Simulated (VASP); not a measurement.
AlNi, 2 atoms in the cell. It takes space group Pm-3m (No. 221, cubic). The conventional cell has a = 2.820 Å, b = 2.820 Å, c = 2.820 Å, α = 90.00°, β = 90.00°, γ = 90.00°. Al (site symmetry m-3m) has 8 Ni at 2.44 Å and 6 Al at 2.82 Å within 3.2 Å. Within 3.2 Å of Ni (site symmetry m-3m) lie 8 Al at 2.44 Å and 6 Ni at 2.82 Å. 

| Quantity | Value |
| --- | --- |
| Program | VASP 6.6.1 |
| Task | single point |
| Functional | PBE |
| Potentials or basis | VASP PAW PBE potentials, release 64 (Al, Ni) |
| Cutoff | 520 eV |
| k mesh | 16 × 16 × 16 |
| Occupations | gaussian, width 0.15 eV |
| Spin | no spin polarisation |
| Dipole correction | no |
| Further INCAR settings | ALGO = Normal; EDIFF = 1e-06; NBANDS = 14 |

Potentials or basis: VASP PAW PBE potentials, release 64 (Al, Ni).

Launch:

```bash
$ cat potpaw_PBE.64/Al/POTCAR potpaw_PBE.64/Ni/POTCAR > POTCAR
$ mpirun -np 1 vasp_std > vasp.out
```

Hardware: 1 thread of Intel(R) Xeon(R) 6975P-C (Granite Rapids), on a shared host.

Problem. Estimate the wall time of this run.

Solution. Run time: 13 s on 1 thread of Intel(R) Xeon(R) 6975P-C (Granite Rapids) (shared host), peak memory 0.18 GiB. Counts: scf iterations 13, k points 165.
